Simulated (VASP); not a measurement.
# Si21H10Cl2 in VASP: notebook

Si21H10Cl2 is run at these levels: PBEsol; tasks: single point.

Program: VASP 6.6.1. These are calculated values, not measurements. Logs are shortened: lines on timing, memory, paths and dates and some standing lists are left out, and cuts for length are marked.

### 1 The cell of the first run

The cell holds a slab with vacuum, 33 atoms: a = 7.679 Å, b = 7.679 Å, c = 20.254 Å, α = 90.00°, β = 90.00°, γ = 90.00°.

### 2 Single point, PBEsol

File INCAR:

```
SYSTEM = Si21H10Cl2
  ALGO = Normal
  EDIFF = 1E-6
  ENCUT = 520
  GGA = PS
  ISIF = 2
  ISMEAR = -1
  LASPH = .TRUE.
  LCHARG = .TRUE.
  LELF = .TRUE.
  LREAL = Auto
  LVHAR = .TRUE.
  LWAVE = .FALSE.
  NBANDS = 76
  NELM = 100
  PREC = Accurate
  SIGMA = 0.02
```

File KPOINTS:

```
k-points
0
G
  2 2 1
  0 0 0
```

File POSCAR:

```
Si21H10Cl2
1.0
    7.6791800000      0.0000000000      0.0000000000
    0.0000000000      7.6791800000      0.0000000000
    0.0000000000      0.0000000000     20.2543620000
H Si Cl
10 21 2
Direct
    0.4093926695      0.0000000000      0.0493720809
    0.0906086327      0.0000000000      0.0493720809
    0.9093939718      0.0000000000      0.0493720809
    0.5906099349      0.0000000000      0.0493720809
    0.4093926695      0.5000013022      0.0493720809
    0.0906086327      0.5000013022      0.0493720809
    0.9093939718      0.5000013022      0.0493720809
    0.5906099349      0.5000013022      0.0493720809
    0.2675415865      0.5112655257      0.4307269713
    0.6559945202      0.4826557002      0.4199885437
    0.2500006511      0.0000000000      0.0921036170
    0.7500019533      0.0000000000      0.0921036170
    0.2500006511      0.5000013022      0.0921036170
    0.7500019533      0.5000013022      0.0921036170
    0.2119497134      0.2579051409      0.1606814374
    0.7665792441      0.2459767840      0.1548654063
    0.2130305580      0.7509265312      0.1612097187
    0.7071327928      0.7218609279      0.1654655921
   -0.0193380022      0.2565378074      0.2346605635
    0.4801163666      0.2162861139      0.1994434582
   -0.0063678674      0.7878836022      0.2327103663
    0.4503475632      0.7426443969      0.2352332796
    0.0242864473      0.0285837811      0.2996885313
    0.3785690660      0.0807508093      0.2902239034
   -0.0034118226      0.5028792137      0.3101011032
    0.4547881414      0.4815097445      0.2965385925
    0.2466278952      0.0875744546      0.3840851664
    0.7350784849      0.1305477929      0.3324172837
    0.2136556247      0.3883617782      0.3714212277
    0.7326433291      0.4291994718      0.3557999013
    0.7000487031      0.1490653950      0.4484614228
    0.8972442370      0.2119497134      0.5268297269
    0.4915498790      0.2508601179      0.4971916667
```

Potentials or basis: VASP PAW PBE potentials, release 64 (H, Si, Cl).

Run with:

```sh
cat potpaw_PBE.64/H/POTCAR potpaw_PBE.64/Si/POTCAR potpaw_PBE.64/Cl/POTCAR > POTCAR
mpirun -np 1 vasp_std > vasp.out
```

OUTCAR:

```text
SYSTEM = Si21H10Cl2
   EDIFF = 1E-6
   ENCUT = 520
   GGA = PS
   ISIF = 2
   ISMEAR = -1
   LASPH = .TRUE.
   LREAL = Auto
   NELM = 100
   PREC = Accurate

 ion  position               nearest neighbor table
   1  0.409  0.000  0.049-  11 1.50
   2  0.091  0.000  0.049-  11 1.50
   3  0.909  0.000  0.049-  12 1.50
   4  0.591  0.000  0.049-  12 1.50
   5  0.409  0.500  0.049-  13 1.50
   6  0.091  0.500  0.049-  13 1.50
   7  0.909  0.500  0.049-  14 1.50
   8  0.591  0.500  0.049-  14 1.50
   9  0.268  0.511  0.431-  29 1.58
  10  0.656  0.483  0.420-  30 1.48
  11  0.250  0.000  0.092-   1 1.50   2 1.50  17 2.39  15 2.44
  12  0.750  0.000  0.092-   4 1.50   3 1.50  16 2.28  18 2.62
  13  0.250  0.500  0.092-   5 1.50   6 1.50  15 2.34  17 2.40
  14  0.750  0.500  0.092-   8 1.50   7 1.50  18 2.28  16 2.33
  15  0.212  0.258  0.161-  20 2.23  19 2.32  13 2.34  11 2.44
  16  0.767  0.246  0.155-  12 2.28  19 2.31  14 2.33  20 2.39
  17  0.213  0.751  0.161-  21 2.24  22 2.36  11 2.39  13 2.40
  18  0.707  0.722  0.165-  14 2.28  22 2.43  12 2.62  21 2.64
  19  0.981  0.257  0.235-  23 2.22  16 2.31  15 2.32  25 2.43  28 2.90
  20  0.480  0.216  0.199-  15 2.23  24 2.25  16 2.39  26 2.84
  21  0.994  0.788  0.233-  17 2.24  23 2.30  18 2.64  25 2.69
  22  0.450  0.743  0.235-  26 2.36  17 2.36  18 2.43  24 2.88
  23  0.024  0.029  0.300-  19 2.22  21 2.30  28 2.45  27 2.46  24 2.76
  24  0.379  0.081  0.290-  27 2.15  20 2.25  23 2.76  22 2.88  28 2.89  26 3.14  29 3.14
  25  0.997  0.503  0.310-  29 2.26  30 2.30  19 2.43  21 2.69
  26  0.455  0.482  0.297-  22 2.36  30 2.48  29 2.50  20 2.84  24 3.14
  27  0.247  0.088  0.384-  24 2.15  29 2.34  23 2.46
  28  0.735  0.131  0.332-  30 2.34  31 2.37  23 2.45  24 2.89  19 2.90
  29  0.214  0.388  0.371-   9 1.58  25 2.26  27 2.34  26 2.50  24 3.14
  30  0.733  0.429  0.356-  10 1.48  25 2.30  28 2.34  26 2.48  31 2.87
  31  0.700  0.149  0.448-  33 2.04  32 2.25  28 2.37  30 2.87
  32  0.897  0.212  0.527-  31 2.25
  33  0.492  0.251  0.497-  31 2.04

  LATTYP: Found a simple tetragonal cell.
 ALAT       =     7.6791800000
 C/A-ratio  =     2.6375683341

  Lattice vectors:

 A1 = (   7.6791800000,   0.0000000000,   0.0000000000)
 A2 = (   0.0000000000,   7.6791800000,   0.0000000000)
 A3 = (   0.0000000000,   0.0000000000,  20.2543620000)

Analysis of symmetry for initial positions (statically):
=====================================================================
 Subroutine PRICEL returns:
 Original cell was already a primitive cell.

 Routine SETGRP: Setting up the symmetry group for a
 simple tetragonal supercell.

 Subroutine GETGRP returns: Found  1 space group operations
 (whereof  1 operations were pure point group operations)
 out of a pool of 16 trial point group operations.

The static configuration has the point symmetry C_1 .

Analysis of symmetry for dynamics (positions and initial velocities):
=====================================================================
 Subroutine PRICEL returns:
 Original cell was already a primitive cell.

 Routine SETGRP: Setting up the symmetry group for a
 simple tetragonal supercell.

 Subroutine GETGRP returns: Found  1 space group operations
 (whereof  1 operations were pure point group operations)
 out of a pool of 16 trial point group operations.

The dynamic configuration has the point symmetry C_1 .

 Subroutine INISYM returns: Found  1 space group operations
 (whereof  1 operations are pure point group operations),
 and found     1 'primitive' translations

----------------------------------------------------------------------------------------

                                     Primitive cell

  volume of cell :    1194.3958

  direct lattice vectors                    reciprocal lattice vectors
     7.679180000  0.000000000  0.000000000     0.130222237  0.000000000  0.000000000
     0.000000000  7.679180000  0.000000000     0.000000000  0.130222237  0.000000000
     0.000000000  0.000000000 20.254362000     0.000000000  0.000000000  0.049372081

  length of vectors
     7.679180000  7.679180000 20.254362000     0.130222237  0.130222237  0.049372081

  position of ions in fractional coordinates (direct lattice)
     0.409392670  0.000000000  0.049372081
     0.090608633  0.000000000  0.049372081
     0.909393972  0.000000000  0.049372081
     0.590609935  0.000000000  0.049372081
     0.409392670  0.500001302  0.049372081
     0.090608633  0.500001302  0.049372081
[... 25 lines left out ...]
     0.897244237  0.211949713  0.526829727
     0.491549879  0.250860118  0.497191667

  ion indices of the primitive-cell ions
   primitive index   ion index
                 1           1
                 2           2
                 3           3
                 4           4
                 5           5
                 6           6
[... 25 lines left out ...]
                32          32
                33          33

----------------------------------------------------------------------------------------

 KPOINTS: k-points

Automatic generation of k-mesh.
 Grid dimensions read from file:
 generate k-points for:    2    2    1

 Generating k-lattice:

  Cartesian coordinates                     Fractional coordinates (reciprocal lattice)
     0.065111119  0.000000000  0.000000000     0.500000000  0.000000000  0.000000000
     0.000000000  0.065111119  0.000000000     0.000000000  0.500000000  0.000000000
     0.000000000  0.000000000  0.049372081     0.000000000  0.000000000  1.000000000

  Length of vectors
     0.065111119  0.065111119  0.049372081

  Shift w.r.t. Gamma in fractional coordinates (k-lattice)
     0.000000000  0.000000000  0.000000000

 Subroutine IBZKPT returns following result:
 ===========================================

 Found      4 irreducible k-points:

 Following reciprocal coordinates:
            Coordinates               Weight
  0.000000  0.000000  0.000000      1.000000
  0.500000  0.000000  0.000000      1.000000
  0.000000  0.500000  0.000000      1.000000
  0.500000  0.500000  0.000000      1.000000
   k-points           NKPTS =      4   k-points in BZ     NKDIM =      4   number of bands    NBANDS=     76
   number of dos      NEDOS =    301   number of ions     NIONS =     33
   total plane-waves  NPLWV = 576000
   dimension x,y,z NGX =    60 NGY =   60 NGZ =  160
   dimension x,y,z NGXF=   120 NGYF=  120 NGZF=  320
   ions per type =              10  21   2
   NGX,Y,Z   is equivalent  to a cutoff of  12.99, 12.99, 13.13 a.u.
   NGXF,Y,Z  is equivalent  to a cutoff of  25.98, 25.98, 26.27 a.u.
 SYSTEM =  Si21H10Cl2
   PREC   = accura    normal or accurate (medium, high low for compatibility)
   ISTART =      0    job   : 0-new  1-cont  2-samecut
   ICHARG =      2    charge: 1-file 2-atom 10-const
   ISPIN  =      1    spin polarized calculation?
   LNONCOLLINEAR =      F non collinear calculations
   LSORBIT =      F    spin-orbit coupling
   LASPH  =      T    aspherical Exc in radial PAW
   ENCUT  =  520.0 eV  38.22 Ry    6.18 a.u.  14.28 14.28 37.66*2*pi/ulx,y,z
   NELM   =    100;   NELMIN=  2; NELMDL= -5     # of ELM steps
   EDIFF  = 0.1E-05   stopping-criterion for ELM
   LREAL  =      T    real-space projection
   EDIFFG = 0.1E-04   stopping-criterion for IOM
   NSW    =      0    number of steps for IOM
[... 5 lines left out ...]
   TEBEG  =    0.0;   TEEND  =   0.0 temperature during run
   PSTRESS=    0.0 pullay stress
   NELECT =     108.0000    total number of electrons
   NUPDOWN=      -1.0000    fix difference up-down
   EMIN   =  10.00;   EMAX   =-10.00  energy-range for DOS
   EFERMI =   0.00;   METHOD = LEGACY
   ISMEAR =    -1;   SIGMA  =   0.02  broadening in eV -4-tet -1-fermi 0-gaus
   EFERMI_NEDOS =   21; number of points for ismear=-14 and -15
   IALGO  =     38    algorithm
   IMIX   =      4    mixing-type and parameters
     AMIX     =   0.40;   BMIX     =  1.00
     AMIX_MAG =   1.60;   BMIX_MAG =  1.00
  volume/ion in A,a.u.               =      36.19       244.25
  Fermi-wavevector in a.u.,A,eV,Ry     =   0.734796  1.388563  7.346124  0.539925
  Thomas-Fermi vector in A             =   1.827836
   LORBIT       =      0    0 simple, 1 ext, 2 COOP (PROOUT), +10 PAW based schemes
   GGA     = PS    functional components
   LHFCALC =     F    Hartree Fock is set to
   AEXX    =    0.0000 exact exchange contribution
   IVDW    =     0    specifies the selected vdW correction
   LEPSILON=     F    determine dielectric tensor
   LRPA    =     F    only Hartree local field effects (RPA)
 non-spin polarized calculation
  energy-cutoff  :      520.00
  volume of cell :     1194.40
 maximum number of plane-waves:     32216
 NGX is ok and might be reduce to    60
   NGX = 29   NGY = 29   NGZ = 75

 number of electron     108.0000006 magnetization

 Free energy of the ion-electron system (eV)
  ---------------------------------------------------
  ext. energy  EPLUGINS =         0.00000000
  ---------------------------------------------------
  free energy    TOTEN  =      -148.64794774 eV

  energy without entropy =     -148.63534648  energy(sigma->0) =     -148.64164711

 E-fermi :  -0.3201     XC(G=0):  -4.7845

 val. band max:       -0.3503743821   @ k =   0.0000   0.0000   0.0000
 cond. band min:      -0.2889047198   @ k =   0.0000   0.5000   0.0000
 fundamental gap:      0.0614696623
 Fermi energy:        -0.3201130424

 k-point     1 :       0.0000    0.0000    0.0000
  band No.  band energies     occupation
      1     -17.4243      2.00000
      2     -16.0020      2.00000
      3     -12.3663      2.00000
      4     -11.3536      2.00000
      5     -10.6139      2.00000
      6     -10.3711      2.00000
[... 58 lines left out ...]
     65       1.5082      0.00000
     66       1.7486      0.00000

 k-point     2 :       0.5000    0.0000    0.0000
  band No.  band energies     occupation
      1     -17.4220      2.00000
      2     -16.0067      2.00000
      3     -12.0442      2.00000
      4     -11.5837      2.00000
      5     -10.9516      2.00000
      6     -10.8063      2.00000
[... 58 lines left out ...]
     65       1.9207      0.00000
     66       1.9995      0.00000

 k-point     3 :       0.0000    0.5000    0.0000
  band No.  band energies     occupation
      1     -17.4242      2.00000
      2     -16.0020      2.00000
      3     -12.2077      2.00000
      4     -11.2578      2.00000
      5     -11.1295      2.00000
      6     -10.4752      2.00000
[... 58 lines left out ...]
     65       1.8115      0.00000
     66       1.9144      0.00000

 k-point     4 :       0.5000    0.5000    0.0000
  band No.  band energies     occupation
      1     -17.4220      2.00000
      2     -16.0067      2.00000
      3     -11.8944      2.00000
      4     -11.4238      2.00000
      5     -10.8868      2.00000
      6     -10.7645      2.00000
[... 58 lines left out ...]
     65       2.2633      0.00000
     66       2.4747      0.00000
 [bands above 66 left out]

------------------------ aborting loop because EDIFF is reached ----------------------------------------

  FORCE on cell =-STRESS in cart. coord.  units (eV):
  Direction    XX          YY          ZZ          XY          YZ          ZX
  --------------------------------------------------------------------------------------
  -------------------------------------------------------------------------------------
  Total       14.5355015     -5.7224397     -5.7032065     -2.5287056     -4.7030234     -0.7183780
  in kB       19.4981021     -7.6761517     -7.6503519     -3.3920371     -6.3086939     -0.9636411
  external PRESSURE =       1.3905328 kB  Pullay stress =       0.0000000 kB

 VOLUME and BASIS-vectors are now :
 -----------------------------------------------------------------------------
  energy-cutoff  :      520.00
  volume of cell :     1194.40
      direct lattice vectors                 reciprocal lattice vectors
     7.679180000  0.000000000  0.000000000     0.130222237  0.000000000  0.000000000
     0.000000000  7.679180000  0.000000000     0.000000000  0.130222237  0.000000000
     0.000000000  0.000000000 20.254362000     0.000000000  0.000000000  0.049372081

 POSITION                                       TOTAL-FORCE (eV/Angst)
 -----------------------------------------------------------------------------------
      3.14380      0.00000      1.00000        -0.359152      0.034777      0.121269
      0.69580      0.00000      1.00000         0.453591     -0.103447     -0.316168
      6.98340      0.00000      1.00000        -0.323745     -0.278740     -0.084417
      4.53540      0.00000      1.00000         0.495924      0.250535     -0.116307
      3.14380      3.83960      1.00000        -0.388811      0.082639      0.156140
      0.69580      3.83960      1.00000         0.539305      0.079419     -0.351271
[... 25 lines left out ...]
      6.89010      1.62760     10.67060        -0.820000     -0.530975     -1.338289
      3.77470      1.92640     10.07030        -0.509682     -0.132576      0.189433
 -----------------------------------------------------------------------------------
    total drift:                                0.000066     -0.009406     -0.023379

  FREE ENERGIE OF THE ION-ELECTRON SYSTEM (eV)
  ---------------------------------------------------
  free  energy   TOTEN  =      -148.6479477448 eV

  energy  without entropy=     -148.6353464770  energy(sigma->0) =     -148.64164711
```

Wall time 15 min (1 thread of AMD EPYC 9R45 (Zen 5), shared host); peak memory 1.1 GiB.

What came out:

- Free energy: -148.6479 eV
- Largest force: 3.055 eV/Å
- Band gap on the k mesh: zero (bands 54 and 55 overlap by 0.09 eV)

Forces on the atoms (eV/Å):
```
H   -0.359  0.035  0.121
H    0.454 -0.103 -0.316
H   -0.324 -0.279 -0.084
H    0.496  0.251 -0.116
H   -0.389  0.083  0.156
H    0.539  0.079 -0.351
H   -0.317  0.265  0.054
H    0.484 -0.109 -0.075
H   -0.482 -0.742 -0.584
H    0.388  0.304  0.522
Si  -0.945  0.183  0.757
Si  -0.204 -1.643  0.565
Si  -1.091  0.200  0.418
Si  -0.052 -0.504 -0.041
Si   0.155 -0.169 -1.341
Si  -1.037  0.115  0.461
Si   1.572  0.023 -0.904
Si   1.148  2.549  0.813
Si   0.141  1.465 -0.501
Si   0.875  1.336  1.141
Si  -2.087 -2.038  0.568
Si   0.070  0.646 -0.115
Si  -0.194 -0.255  1.359
Si   2.470 -1.375 -1.159
Si  -0.496  1.011 -1.625
Si   0.332 -1.147 -0.122
Si  -1.263 -0.728  1.380
Si  -0.734 -1.012  0.010
Si   1.696  1.304  0.193
Si  -1.181  0.285 -0.729
Si   1.668  0.632  0.694
Cl  -0.820 -0.531 -1.338
Cl  -0.510 -0.133  0.189
```

Caveat: the k points lie up to 0.41 Å⁻¹ apart; the atoms stand as in a frame of molecular dynamics; there is no dipole correction, which matters where the two faces differ; the PAW data sets were made with another functional, which shifts forces and pressure a little.

### 3 Single point, PBEsol

File INCAR:

```
SYSTEM = Si21H10Cl2
  PREC = Accurate
  ENCUT = 520
  EDIFF = 1E-7
  ISMEAR = -1
  SIGMA = 0.02
  LREAL = Auto
  LASPH = .True.
  NELM = 100
  ALGO = Normal
  ISIF = 2
  LWAVE = .False.
  LCHARG = .False.
  GGA = PS
  NBANDS = 76
```

File KPOINTS:

```
Automatic mesh
0
Gamma
  2 2 1
  0 0 0
```

File POSCAR:

```
Si21H10Cl2
1.0
    7.6791800000      0.0000000000      0.0000000000
    0.0000000000      7.6791800000      0.0000000000
    0.0000000000      0.0000000000     20.2543620000
H Si Cl
10 21 2
Direct
    0.4093926695      0.0000000000      0.0493720809
    0.0906086327      0.0000000000      0.0493720809
    0.9093939718      0.0000000000      0.0493720809
    0.5906099349      0.0000000000      0.0493720809
    0.4093926695      0.5000013022      0.0493720809
    0.0906086327      0.5000013022      0.0493720809
    0.9093939718      0.5000013022      0.0493720809
    0.5906099349      0.5000013022      0.0493720809
    0.1814386432      0.5311374392      0.4319760850
    0.7427876414      0.4785276553      0.4340546496
    0.2500006511      0.0000000000      0.0921036170
    0.7500019533      0.0000000000      0.0921036170
    0.2500006511      0.5000013022      0.0921036170
    0.7500019533      0.5000013022      0.0921036170
    0.2240343370      0.2572800742      0.1592496471
    0.7688841777      0.2400386500      0.1529497695
    0.2414190057      0.7508483979      0.1723826206
    0.7220692834      0.7383340409      0.1797341234
   -0.0041020005      0.2587776299      0.2384227161
    0.5070593475      0.2517326069      0.2061580612
   -0.0440281384      0.7819064015      0.2424761639
    0.4708575655      0.7586877766      0.2609511966
    0.0263048919      0.0259532919      0.3169490108
    0.3798712883      0.0447573829      0.2791497456
   -0.0192468467      0.5050148584      0.3013474332
    0.4699329876      0.4492406741      0.3023052516
    0.2633223860      0.0889287658      0.3906911509
    0.7047757703      0.1185413026      0.3341798670
    0.2053344237      0.4010975130      0.3711348696
    0.7236059058      0.4423519178      0.3598632235
    0.6948267914      0.1728439755      0.4595059573
    0.8817347686      0.1592878406      0.5251510761
    0.4524050745      0.2749902984      0.5021239375
```

Potentials or basis: VASP PAW PBE potentials, release 64 (H, Si, Cl).

Run with:

```sh
cat potpaw_PBE.64/H/POTCAR potpaw_PBE.64/Si/POTCAR potpaw_PBE.64/Cl/POTCAR > POTCAR
mpirun -np 1 vasp_std > vasp.out
```

Run time: 14 min. Hardware: 1 thread of AMD EPYC 9R45 (Zen 5), shared host; peak memory 1.1 GiB.

Results (log left out):

- Free energy: -149.1833 eV
- Largest force: 3.346 eV/Å
- Band gap on the k mesh: zero (bands 54 and 55 overlap by 0.06 eV)

Forces on the atoms (eV/Å):
```
H   -0.410  0.066  0.045
H    0.478 -0.169 -0.119
H   -0.390 -0.285 -0.020
H    0.451  0.057 -0.033
H   -0.445 -0.022  0.054
H    0.499  0.265 -0.203
H   -0.343  0.366  0.053
H    0.440  0.077  0.051
H    0.492 -0.837 -0.690
H   -0.239  0.086 -0.106
Si  -0.449 -0.292  1.487
Si  -0.244 -1.950  0.620
Si  -0.602  0.775  1.013
Si  -0.069  0.291  1.287
Si   0.831 -0.280 -0.519
Si   0.576  1.073  0.990
Si  -0.445  0.160 -0.442
Si  -1.274  0.809 -1.887
Si  -0.413 -0.803 -1.173
Si  -1.450  0.369  1.485
Si   2.859 -0.467  0.648
Si  -0.078 -1.099 -1.725
Si  -1.325  0.175 -0.974
Si   1.075  0.008  0.876
Si  -0.048  0.624  0.047
Si  -1.044  1.258 -0.260
Si  -0.338  0.069 -0.479
Si   0.392  0.110  1.149
Si   0.413  0.565 -0.041
Si   0.792 -0.975  0.075
Si  -2.247  0.132 -2.475
Cl   1.203  0.089  1.280
Cl   1.351 -0.248 -0.016
```

Levels at points of the mesh, in eV from the Fermi level:
| k point | band 50 | band 51 | band 52 | band 53 | band 54 | band 55 | band 56 | band 57 | band 58 | band 59 |
| --- | --- | --- | --- | --- | --- | --- | --- | --- | --- | --- |
| (0.00, 0.00, 0.00) | -0.93 | -0.89 | -0.71 | -0.61 | -0.26 | -0.03 | 0.56 | 0.85 | 0.92 | 1.05 |
| (0.50, 0.00, 0.00) | -1.37 | -1.27 | -0.85 | -0.67 | -0.56 | 0.67 | 0.76 | 0.95 | 1.15 | 1.39 |
| (0.00, 0.50, 0.00) | -1.48 | -1.21 | -1.17 | -0.67 | 0.03 | 0.16 | 0.73 | 1.04 | 1.15 | 1.24 |
| (0.50, 0.50, 0.00) | -1.60 | -1.59 | -1.45 | -1.02 | -0.59 | 0.83 | 0.86 | 1.21 | 1.29 | 1.38 |

Caveat: the k points lie up to 0.41 Å⁻¹ apart; the atoms stand as in a frame of molecular dynamics; there is no dipole correction, which matters where the two faces differ; the PAW data sets were made with another functional, which shifts forces and pressure a little.

The gap in the log of VASP goes by the Fermi energy; the results here count the filled bands.